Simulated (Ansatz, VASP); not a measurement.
## Pd in VASP and in Ansatz

```
Pd
1.0
     2.68286    0.00000    0.00000
     0.00000    2.68286    0.00000
     0.00000    0.00000    2.68286
Pd
1
Direct
  0.00000 0.00000 0.00000
```

Alike in both runs: task single point; functional PBE; k mesh 14 × 14 × 14; occupations fermi-dirac, width 0.05 eV; collinear spin.

```csv
,VASP,Ansatz
version,VASP 6.6.1,Ansatz 0.2.0
potentials or method,"VASP PAW PBE potentials, release 64 (Pd), cutoff 500 eV","plane waves (420 eV) with PAW, scalar-relativistic"
valence electrons in the cell,10,18
```

VASP gave:

| Property | Result |
| --- | --- |
| pressure (GPa) | -7.6 |
| net moment per atom (μB) | 0.00 |

What did Ansatz give for the same quantities?

Pressure (GPa): -7.5; net moment per atom (μB): 0.00.

With one functional, cell and mesh, what is left measures potentials, basis and numerics. VASP's potentials hold 10 valence electrons a cell and Ansatz's 18, so a difference there can come from the potentials and not from the codes. Ansatz's warnings: seeded moment not kept.
